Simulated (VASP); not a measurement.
# Br (P6_3/mmc) in VASP: notebook

Br is run at these levels: r2SCAN; tasks: single point, relaxation of cell and atoms.

Everything below comes from runs of VASP 6.6.1. Logs are shortened: lines on timing, memory, paths and dates and some standing lists are left out, and cuts for length are marked.

### Step 1. The cell of the first run

It takes space group P6_3/mmc (No. 194, hexagonal). Conventional cell: a = 3.853 Å, b = 3.853 Å, c = 4.282 Å, α = 90.00°, β = 90.00°, γ = 120.00°. Within 4.1 Å of Br (site symmetry -6m2) lie 12 Br at 3.09 to 3.85 Å.

### Step 2. Single point, r2SCAN

The input, POSCAR:

```
Br
1.0
    1.9267284688      3.3371916004      0.0000000000
   -1.9267284688      3.3371916004      0.0000000000
    0.0000000000      0.0000000000      4.2824408421
Br
2
Direct
    0.3333333333      0.3333333333      0.2500000000
    0.6666666667      0.6666666667      0.7500000000
```

The input, INCAR.step1:

```
  ALGO = Normal
  EDIFF = 1E-4
  ENCUT = 520
  GGA = PE
  ISMEAR = -1
  LASPH = True
  LCHARG = False
  LREAL = False
  LWAVE = True
  NBANDS = 14
  NELM = 60
  PREC = Accurate
  SIGMA = 0.1
```

The input, INCAR.step2:

```
  ALGO = Normal
  EDIFF = 1E-6
  ENCUT = 520
  ISIF = 2
  ISMEAR = -1
  ISTART = 1
  LASPH = True
  LCHARG = True
  LELF = True
  LMIXTAU = True
  LREAL = False
  LVHAR = True
  LWAVE = False
  METAGGA = R2SCAN
  NBANDS = 14
  NELM = 60
  PREC = Accurate
  SIGMA = 0.1
```

The input, KPOINTS:

```
k-points
0
Gamma
  6 6 3
```

Potentials or basis: VASP PAW PBE potentials, release 64 (Br).

The run is started by

```sh
$ cat potpaw_PBE.64/Br/POTCAR > POTCAR
$ cp INCAR.step1 INCAR
$ mpirun -np 1 vasp_std > vasp.out
$ cp INCAR.step2 INCAR
$ mpirun -np 1 vasp_std > vasp.out
```

OUTCAR:

```text
EDIFF = 1E-6
   ENCUT = 520
   ISIF = 2
   ISMEAR = -1
   ISTART = 1
   LASPH = True
   LREAL = False
   METAGGA = R2SCAN
   NELM = 60
   PREC = Accurate

 ion  position               nearest neighbor table
   1  0.333  0.333  0.250-
   2  0.667  0.667  0.750-

  LATTYP: Found a hexagonal cell.
 ALAT       =     3.8534569376
 C/A-ratio  =     1.1113244319

  Lattice vectors:

 A1 = (   1.9267284688,  -3.3371916004,   0.0000000000)
 A2 = (   1.9267284688,   3.3371916004,   0.0000000000)
 A3 = (   0.0000000000,   0.0000000000,   4.2824408421)

Analysis of symmetry for initial positions (statically):
=====================================================================
 Subroutine PRICEL returns:
 Original cell was already a primitive cell.

 Routine SETGRP: Setting up the symmetry group for a
 hexagonal supercell.

 Subroutine GETGRP returns: Found 24 space group operations
 (whereof 12 operations were pure point group operations)
 out of a pool of 24 trial point group operations.

The static configuration has the point symmetry D_3d.
 The point group associated with its full space group is D_6h.

Analysis of symmetry for dynamics (positions and initial velocities):
=====================================================================
 Subroutine PRICEL returns:
 Original cell was already a primitive cell.

 Routine SETGRP: Setting up the symmetry group for a
 hexagonal supercell.

 Subroutine GETGRP returns: Found 24 space group operations
 (whereof 12 operations were pure point group operations)
 out of a pool of 24 trial point group operations.

The dynamic configuration has the point symmetry D_3d.
 The point group associated with its full space group is D_6h.

 Subroutine INISYM returns: Found 24 space group operations
 (whereof 12 operations are pure point group operations),
 and found     1 'primitive' translations

----------------------------------------------------------------------------------------

                                     Primitive cell

  volume of cell :      55.0710

  direct lattice vectors                    reciprocal lattice vectors
     1.926728469  3.337191600  0.000000000     0.259507247  0.149826579  0.000000000
    -1.926728469  3.337191600  0.000000000    -0.259507247  0.149826579  0.000000000
     0.000000000  0.000000000  4.282440842     0.000000000  0.000000000  0.233511690

  length of vectors
     3.853456938  3.853456938  4.282440842     0.299653157  0.299653157  0.233511690

  position of ions in fractional coordinates (direct lattice)
     0.333333333  0.333333333  0.250000000
     0.666666667  0.666666667  0.750000000

  ion indices of the primitive-cell ions
   primitive index   ion index
                 1           1
                 2           2

----------------------------------------------------------------------------------------

 KPOINTS: k-points

Automatic generation of k-mesh.
 Grid dimensions read from file:
 generate k-points for:    6    6    3

 Generating k-lattice:

  Cartesian coordinates                     Fractional coordinates (reciprocal lattice)
     0.043251208  0.024971096  0.000000000     0.166666667 -0.000000000  0.000000000
    -0.043251208  0.024971096  0.000000000    -0.000000000  0.166666667  0.000000000
     0.000000000  0.000000000  0.077837230     0.000000000  0.000000000  0.333333333

  Length of vectors
     0.049942193  0.049942193  0.077837230

  Shift w.r.t. Gamma in fractional coordinates (k-lattice)
     0.000000000  0.000000000  0.000000000

 Subroutine IBZKPT returns following result:
 ===========================================

 Found     14 irreducible k-points:

 Following reciprocal coordinates:
            Coordinates               Weight
  0.000000  0.000000  0.000000      1.000000
  0.166667  0.000000  0.000000      6.000000
  0.333333 -0.000000  0.000000      6.000000
  0.500000  0.000000  0.000000      3.000000
  0.333333  0.166667  0.000000      6.000000
  0.500000  0.166667  0.000000     12.000000
 -0.333333  0.333333  0.000000      2.000000
  0.000000  0.000000  0.333333      2.000000
  0.166667  0.000000  0.333333     12.000000
  0.333333 -0.000000  0.333333     12.000000
  0.500000  0.000000  0.333333      6.000000
  0.333333  0.166667  0.333333     12.000000
  0.500000  0.166667  0.333333     24.000000
 -0.333333  0.333333  0.333333      4.000000
   k-points           NKPTS =     14   k-points in BZ     NKDIM =     14   number of bands    NBANDS=     14
   number of dos      NEDOS =    301   number of ions     NIONS =      2
   total plane-waves  NPLWV =  28800
   dimension x,y,z NGX =    30 NGY =   30 NGZ =   32
   dimension x,y,z NGXF=    60 NGYF=   60 NGZF=   64
   ions per type =               2
   NGX,Y,Z   is equivalent  to a cutoff of  12.94, 12.94, 12.42 a.u.
   NGXF,Y,Z  is equivalent  to a cutoff of  25.89, 25.89, 24.85 a.u.
 SYSTEM =  unknown system
   PREC   = accura    normal or accurate (medium, high low for compatibility)
   ISTART =      1    job   : 0-new  1-cont  2-samecut
   ICHARG =      0    charge: 1-file 2-atom 10-const
   ISPIN  =      1    spin polarized calculation?
   LNONCOLLINEAR =      F non collinear calculations
   LSORBIT =      F    spin-orbit coupling
   LASPH  =      T    aspherical Exc in radial PAW
   ENCUT  =  520.0 eV  38.22 Ry    6.18 a.u.   7.16  7.16  7.96*2*pi/ulx,y,z
   NELM   =     60;   NELMIN=  2; NELMDL=  0     # of ELM steps
   EDIFF  = 0.1E-05   stopping-criterion for ELM
   LREAL  =      F    real-space projection
   EDIFFG = 0.1E-04   stopping-criterion for IOM
   NSW    =      0    number of steps for IOM
   IBRION =     -1    ionic relax: 0-MD 1-quasi-New 2-CG
   NFREE  =      0    steps in history (QN), initial steepest desc. (CG)
   ISIF   =      2    stress and relaxation
   ISYM   =      2    0-nonsym 1-usesym 2-fastsym
   POTIM  = 0.5000    time-step for ionic-motion
   TEBEG  =    0.0;   TEEND  =   0.0 temperature during run
   PSTRESS=    0.0 pullay stress
   NELECT =      14.0000    total number of electrons
   NUPDOWN=      -1.0000    fix difference up-down
   EMIN   =  10.00;   EMAX   =-10.00  energy-range for DOS
   EFERMI =   0.00;   METHOD = LEGACY
   ISMEAR =    -1;   SIGMA  =   0.10  broadening in eV -4-tet -1-fermi 0-gaus
   EFERMI_NEDOS =   21; number of points for ismear=-14 and -15
   IALGO  =     38    algorithm
   IMIX   =      4    mixing-type and parameters
     AMIX     =   0.40;   BMIX     =  1.00
     AMIX_MAG =   1.60;   BMIX_MAG =  1.00
  volume/ion in A,a.u.               =      27.54       185.82
  Fermi-wavevector in a.u.,A,eV,Ry     =   1.037074  1.959786 14.633378  1.075523
  Thomas-Fermi vector in A             =   2.171495
   LORBIT       =      0    0 simple, 1 ext, 2 COOP (PROOUT), +10 PAW based schemes
   METAGGA = R2SCAN    functional components
   LHFCALC =     F    Hartree Fock is set to
   AEXX    =    0.0000 exact exchange contribution
   IVDW    =     0    specifies the selected vdW correction
   LEPSILON=     F    determine dielectric tensor
   LRPA    =     F    only Hartree local field effects (RPA)
 non-spin polarized calculation
  energy-cutoff  :      520.00
  volume of cell :       55.07
 maximum number of plane-waves:      1497
 NGX is ok and might be reduce to    30
   NGX = 15   NGY = 15   NGZ = 15

 number of electron      13.9999996 magnetization

 Free energy of the ion-electron system (eV)
  ---------------------------------------------------
  ext. energy  EPLUGINS =         0.00000000
  ---------------------------------------------------
  free energy    TOTEN  =       -25.53665018 eV

  energy without entropy =      -25.47473937  energy(sigma->0) =      -25.50569478

 E-fermi :   1.1863     XC(G=0):  -9.4702

 val. band max:        1.1002887937   @ k =   0.3333   0.1667   0.0000
 cond. band min:       1.2092196337   @ k =   0.1667   0.0000   0.0000
 fundamental gap:      0.1089308400
 Fermi energy:         1.1862753370

 k-point     1 :       0.0000    0.0000    0.0000
  band No.  band energies     occupation
      1     -15.0882      2.00000
      2     -12.3694      2.00000
      3      -3.0966      2.00000
      4      -0.9536      2.00000
      5      -0.9536      2.00000
      6       1.0102      1.70662
      7       1.0102      1.70661
      8       2.3008      0.00003
      9       7.9995      0.00000
     10       8.8141      0.00000
     11      12.4490      0.00000
     12      12.4490      0.00000
     13      14.1080      0.00000
     14      14.1080      0.00000

 k-point     2 :       0.1667    0.0000    0.0000
  band No.  band energies     occupation
      1     -14.9069      2.00000
      2     -12.4855      2.00000
      3      -2.8476      2.00000
      4      -1.4289      2.00000
      5      -1.2626      2.00000
      6       0.5251      1.99731
      7       1.2092      0.88578
      8       1.8483      0.00266
      9       8.6710      0.00000
     10       9.7949      0.00000
     11      11.3785      0.00000
     12      12.9778      0.00000
     13      13.4538      0.00000
     14      13.6116      0.00000

 k-point     3 :       0.3333   -0.0000    0.0000
  band No.  band energies     occupation
      1     -14.4347      2.00000
      2     -12.8342      2.00000
      3      -2.2415      2.00000
      4      -2.1697      2.00000
      5      -1.7290      2.00000
      6      -0.1853      2.00000
      7       0.7961      1.96037
      8       1.4384      0.14881
      9       8.4010      0.00000
     10      11.7226      0.00000
     11      11.9981      0.00000
     12      12.3207      0.00000
     13      12.6335      0.00000
     14      14.7050      0.00000
[... 154 lines left out ...]
 k-point    13 :       0.5000    0.1667    0.3333
  band No.  band energies     occupation
      1     -13.7826      2.00000
      2     -13.3096      2.00000
      3      -3.4526      2.00000
      4      -2.8313      2.00000
      5      -1.8039      2.00000
      6      -0.0673      1.99999
      7       0.9263      1.86173
      8       1.9121      0.00141
      9      10.0547      0.00000
     10      10.8642      0.00000
     11      12.6815      0.00000
     12      13.7328      0.00000
     13      14.2658      0.00000
     14      16.0275      0.00000

 k-point    14 :      -0.3333    0.3333    0.3333
  band No.  band energies     occupation
      1     -13.5026      2.00000
      2     -13.5026      2.00000
      3      -3.1306      2.00000
      4      -3.1306      2.00000
      5      -2.4355      2.00000
      6      -0.4765      2.00000
      7       1.6838      0.01372
      8       1.6838      0.01372
      9      11.1635      0.00000
     10      11.8042      0.00000
     11      13.0214      0.00000
     12      13.0214      0.00000
     13      14.3295      0.00000
     14      14.3295      0.00000

------------------------ aborting loop because EDIFF is reached ----------------------------------------

  FORCE on cell =-STRESS in cart. coord.  units (eV):
  Direction    XX          YY          ZZ          XY          YZ          ZX
  --------------------------------------------------------------------------------------
  -------------------------------------------------------------------------------------
  Total       -0.0029571     -0.0029571     -0.0205807     -0.0000000      0.0000000      0.0000000
  in kB       -0.0860321     -0.0860321     -0.5987533     -0.0000000      0.0000000      0.0000000
  external PRESSURE =      -0.2569392 kB  Pullay stress =       0.0000000 kB

 VOLUME and BASIS-vectors are now :
 -----------------------------------------------------------------------------
  energy-cutoff  :      520.00
  volume of cell :       55.07
      direct lattice vectors                 reciprocal lattice vectors
     1.926728469  3.337191600  0.000000000     0.259507247  0.149826579  0.000000000
    -1.926728469  3.337191600  0.000000000    -0.259507247  0.149826579  0.000000000
     0.000000000  0.000000000  4.282440842     0.000000000  0.000000000  0.233511690

 POSITION                                       TOTAL-FORCE (eV/Angst)
 -----------------------------------------------------------------------------------
      0.00000      2.22479      1.07061         0.000000      0.000000      0.000000
      0.00000      4.44959      3.21183        -0.000000     -0.000000     -0.000000
 -----------------------------------------------------------------------------------
    total drift:                                0.000000     -0.000000     -0.000000

  FREE ENERGIE OF THE ION-ELECTRON SYSTEM (eV)
  ---------------------------------------------------
  free  energy   TOTEN  =       -25.5366501807 eV

  energy  without entropy=      -25.4747393735  energy(sigma->0) =      -25.50569478
```

Wall time 34 s (1 thread of Intel Xeon 6975P-C (Granite Rapids), shared host); peak memory 0.16 GiB.

Results:

| Property | Result |
| --- | --- |
| Free energy | -25.5367 eV |
| Pressure | 0.0 GPa |
| Band gap on the k mesh | zero (band 7 reaches 1.68 eV, above the bottom of band 8 at 0.52 eV) |

Caveat: the k points lie up to 0.49 Å⁻¹ apart; the PAW data sets were made with another functional, which shifts forces and pressure a little.

(Part 1 of 2 ends here.)
